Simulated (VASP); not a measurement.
A run of VASP 6.6.1 is set up as follows.

INCAR

```
SYSTEM = GeSb4Te7
  PREC = Accurate
  ENCUT = 600
  EDIFF = 1E-7
  ISMEAR = -1
  SIGMA = 0.02
  LREAL = .FALSE.
  LASPH = .TRUE.
  NELM = 100
  ALGO = Normal
  ISIF = 3
  LWAVE = .FALSE.
  LCHARG = .FALSE.
  GGA = PE
  IVDW = 13
  IBRION = 2
  NSW = 80
  EDIFFG = -0.005
```

File KPOINTS:

```
regular mesh
0
G
  6 6 2
  0 0 0
```

POSCAR

```
GeSb4Te7
1.0
    4.2551879525      0.0000000000      0.0000000000
   -2.1275939762      3.6851008647      0.0000000000
    0.0000000000      0.0000000000     23.4421434903
Ge Sb Te
1 4 7
Direct
    0.0000000000      0.0000000000      0.5000000000
    0.6666666667      0.3333333333      0.9161089866
    0.3333333333      0.6666666667      0.3441381757
    0.3333333333      0.6666666667      0.0838910134
    0.6666666667      0.3333333333      0.6558618243
    0.3333333333      0.6666666667      0.8426454185
    0.6666666667      0.3333333333      0.1573545815
    0.0000000000      0.0000000000      0.7290039575
    0.6666666667      0.3333333333      0.4290274579
    0.3333333333      0.6666666667      0.5709725421
    0.0000000000      0.0000000000      0.0000000000
    0.0000000000      0.0000000000      0.2709960425
```

Potentials or basis: VASP PAW PBE potentials, release 64 (Ge_d, Sb, Te).

Command:

```console
$ cat potpaw_PBE.64/Ge_d/POTCAR potpaw_PBE.64/Sb/POTCAR potpaw_PBE.64/Te/POTCAR > POTCAR
$ mpirun -np 1 vasp_std > vasp.out
```

Q: Predict the dispersion energy per atom.

A: -0.491 eV.

Q: What does it give for the space group after relaxing (to 0.05 Å)?

A: P-3m1 (No. 164).

Final structure:
```cif
data_structure
_symmetry_space_group_name_H-M 'P 1'
_symmetry_Int_Tables_number 1
_cell_length_a 4.2527
_cell_length_b 4.2527
_cell_length_c 23.4339
_cell_angle_alpha 90.000
_cell_angle_beta 90.000
_cell_angle_gamma 120.000
_cell_volume 367.02
loop_
_atom_site_label
_atom_site_type_symbol
_atom_site_fract_x
_atom_site_fract_y
_atom_site_fract_z
_atom_site_occupancy
Ge1 Ge 0.00000 0.00000 0.50000 1
Sb1 Sb 0.66667 0.33333 0.91622 1
Sb2 Sb 0.33333 0.66667 0.34423 1
Sb3 Sb 0.33333 0.66667 0.08378 1
Sb4 Sb 0.66667 0.33333 0.65577 1
Te1 Te 0.33333 0.66667 0.84256 1
Te2 Te 0.66667 0.33333 0.15744 1
Te3 Te 0.00000 0.00000 0.72909 1
Te4 Te 0.66667 0.33333 0.42898 1
Te5 Te 0.33333 0.66667 0.57102 1
Te6 Te 0.00000 0.00000 0.00000 1
Te7 Te 0.00000 0.00000 0.27091 1
```
